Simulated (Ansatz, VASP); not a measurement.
**Os in VASP and in Ansatz**

The input INCAR:

```
PREC     = Accurate       # precision mode
ENCUT    = 520            # plane-wave cutoff, eV
EDIFF    = 1E-6           # SCF threshold, eV
ISMEAR   = 0              # smearing method
SIGMA    = 0.1            # smearing width, eV
LREAL    = F              # projectors in reciprocal space
LASPH    = T              # aspherical terms in the spheres
NELM     = 150            # most SCF steps
ALGO     = Normal         # electronic algorithm
ISIF     = 2              # what is computed and relaxed
LWAVE    = F              # write WAVECAR
LCHARG   = F              # write CHGCAR
ISPIN    = 2              # spin polarisation
MAGMOM   = 1              # initial moments
LORBIT   = 11             # projections on sites
LMAXMIX  = 4              # l up to which the mixer works
GGA      = PE             # functional
NBANDS   = 14             # bands
```

File KPOINTS:

```
regular mesh
0
Gamma
  6 6 8
```

POSCAR

```
Os
1.0
    2.6271930395      0.0000000000      0.0000000000
    0.0000000000      2.6271930395      0.0000000000
    0.0000000000      0.0000000000      2.4524314340
Os
1
Direct
    0.0000000000      0.0000000000      0.5000000000
```

Input for Ansatz:

```yaml
crystal:
  lattice:
    - [2.6271930395, 0.0, 0.0]
    - [0.0, 2.6271930395, 0.0]
    - [0.0, 0.0, 2.452431434]
  atoms:
    - { symbol: Os, position: [0.0, 0.0, 0.5], spin: 1.0 }
basis:
  ecutwfc: 420
kpoints:
  mp_grid: { grid: [6, 6, 8] }
hamiltonian:
  xc: pbe
scf:
  occupations: { method: gaussian, width: 0.1 }
  lower_state_search: "off"
output:
  forces: true
  stress: true
  eigenvalues: true
  populations: true
magnetization:
  spin_polarized: true
```

Alike in both runs: task single point; functional PBE; k mesh 6 × 6 × 8; occupations gaussian, width 0.1 eV; collinear spin.

```csv
,VASP,Ansatz
version,VASP 6.6.1,Ansatz 0.2.0
potentials or method,"VASP PAW PBE potentials, release 64 (Os), cutoff 520 eV","scalar-relativistic, plane waves, PAW"
valence electrons in the cell,8,16
```

|  | VASP | Ansatz | Ansatz less VASP |
| --- | --- | --- | --- |
| gap on the k mesh at the Fermi level (eV) | none | none | - |
| pressure (GPa) | -1.7 | -1.2 | +0.46 |
| traceless stress, the component that is largest in VASP (GPa) | -7.47 | -7.07 | +0.399 |
| net moment per atom (μB) | 0.00 | 0.00 | 0.000 |

A gap of «none» marks a metal or a gap that the smearing closes. With one functional, cell and mesh, what is left measures potentials, basis and numerics. VASP's potentials hold 8 valence electrons a cell and Ansatz's 16, so a difference there can come from the potentials and not from the codes. Ansatz's warnings: seeded moment not kept.

The k mesh is coarse, so the values compare programs but aren't converged. Spin-orbit coupling is off throughout.
